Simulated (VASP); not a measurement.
Here is a VASP 6.6.1 calculation.

POSCAR

```
Sb
1.0
    0.0000000000      2.3712425216      2.3712425216
    2.3712425216      0.0000000000      2.3712425216
    2.3712425216      2.3712425216      0.0000000000
Sb
1
Direct
    0.0000000000      0.0000000000      0.0000000000
```

File INCAR.step1:

```
PREC = Accurate
ENCUT = 520
EDIFF = 1E-5
ISMEAR = 1
SIGMA = 0.05
LREAL = False
LASPH = True
NELM = 60
ALGO = Normal
ISIF = 2
LWAVE = True
LCHARG = False
NBANDS = 8
GGA = PE
```

File INCAR.step2:

```
PREC = Accurate
ENCUT = 520
EDIFF = 1E-6
ISMEAR = 1
SIGMA = 0.05
LREAL = False
LASPH = True
NELM = 60
ALGO = Normal
ISIF = 2
LWAVE = False
LCHARG = False
GGA = PE
LHFCALC = True
AEXX = 0.25
PRECFOCK = Normal
NBANDS = 8
ISTART = 1
```

File KPOINTS:

```
regular mesh
0
Gamma
  5 5 5
```

Potentials or basis: VASP PAW PBE potentials, release 64 (Sb).

The run is started by

```console
$ cat potpaw_PBE.64/Sb/POTCAR > POTCAR
$ cp INCAR.step1 INCAR
$ mpirun -np 1 vasp_std > vasp.out
$ cp INCAR.step2 INCAR
$ mpirun -np 1 vasp_std > vasp.out
```

Task: What does it give for the band gap on the k mesh?

Result: Zero (an odd number of electrons rules out a gap without spin polarisation).

Task: What does it give for the pressure?

Result: -1.5 GPa.

Caveat: the k points lie up to 0.46 Å⁻¹ apart, too coarse for converged energies and pressures of a metal; the PAW data sets were made with another functional, which shifts forces and pressure a little; spin-orbit coupling is left out, which moves the levels of the heavy elements.
